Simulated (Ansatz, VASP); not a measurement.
# Two plane-wave programs on Cd

File INCAR:

```
PREC     = Accurate       # precision mode
ENCUT    = 520            # plane-wave cutoff, eV
EDIFF    = 1E-7           # SCF threshold, eV
ISMEAR   = -1             # smearing method
SIGMA    = 0.1            # smearing width, eV
LREAL    = False          # projectors in reciprocal space
LASPH    = True           # aspherical terms in the spheres
NELM     = 80             # most SCF steps
ALGO     = Normal         # electronic algorithm
ISIF     = 2              # what is computed and relaxed
LWAVE    = False          # write WAVECAR
LCHARG   = False          # write CHGCAR
GGA      = PS             # functional
NBANDS   = 12             # bands
```

File KPOINTS:

```
regular mesh
0
Gamma
  15 15 15
```

The input POSCAR:

```
Cd
1.0
   -1.5952331391      1.5952331391      1.5952331391
    1.5952331391     -1.5952331391      1.5952331391
    1.5952331391      1.5952331391     -1.5952331391
Cd
1
Direct
    0.0000000000      0.0000000000      0.0000000000
```

Input for Ansatz:

```yaml
crystal:
  lattice:
    - [-1.5952331391, 1.5952331391, 1.5952331391]
    - [1.5952331391, -1.5952331391, 1.5952331391]
    - [1.5952331391, 1.5952331391, -1.5952331391]
  atoms:
    - { symbol: Cd, position: [0.0, 0.0, 0.0] }
kpoints:
  mp_grid: { grid: [15, 15, 15] }
scf:
  occupations: { method: fermi_dirac, width: 0.1 }
hamiltonian:
  xc: pbesol
  pseudopotentials: { kind: paw }
output:
  forces: true
  stress: true
  eigenvalues: true
  populations: true
```

Change from the starting cell: volume scaled by 0.76, PAW files.

Alike in both runs: task single point; functional PBEsol; k mesh 15 × 15 × 15; occupations fermi-dirac, width 0.1 eV; no spin polarisation.

```csv
,VASP,Ansatz
version,VASP 6.6.1,Ansatz 0.2.0
potentials or method,"VASP PAW PBE potentials, release 64 (Cd)","PAW with Ansatz's default frozen-core files, scalar-relativistic"
plane-wave cutoff (eV),520,420
valence electrons in the cell,12,20
```

Ansatz gave:

```
pressure (GPa) : 31.8
```

Task: Estimate VASP's values.

Result: Pressure (GPa): 33.2.

VASP's potentials were made for PBE, not for PBEsol. Both programs put the cell under a high pressure, so it lies far from rest at this level. With one functional, cell and mesh, what is left measures potentials, basis and numerics. VASP's potentials hold 12 valence electrons a cell and Ansatz's 20, so a difference there can come from the potentials and not from the codes.
